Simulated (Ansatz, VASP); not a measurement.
**Two plane-wave programs on InGaN**

```
CELL_PARAMETERS angstrom
2.93094 0.00000 0.00000
0.00000 2.93094 0.00000
0.00000 0.00000 5.95165
ATOMIC_POSITIONS crystal
In 0.00000 0.00000 0.50000
Ga 0.50000 0.50000 0.00000
N 0.00000 0.00000 0.00000
```

Alike in both runs: functional PBE; k mesh 4 × 4 × 6; occupations gaussian, width 0.1 eV; no spin polarisation.

Ansatz relaxed the structure, and its values are those at the end. VASP's run is a single point on that final structure, the one shown.

|  | VASP | Ansatz |
| --- | --- | --- |
| version | VASP 6.6.1 | Ansatz 0.2.0 |
| potentials or method | VASP PAW PBE potentials, release 64 (In_d, Ga_d, N), cutoff 520 eV | scalar-relativistic, plane waves, PAW |
| valence electrons in the cell | 31 | 31 |

|  | VASP | Ansatz | Ansatz less VASP |
| --- | --- | --- | --- |
| gap on the k mesh at the Fermi level (eV) | none | none | - |
| pressure (GPa) | 0.3 | 0.1 | -0.18 |

A gap of «none» marks a metal or a gap that the smearing closes. With one functional, cell and mesh, what is left measures potentials, basis and numerics.

The k mesh is coarse, so the values compare programs but aren't converged.
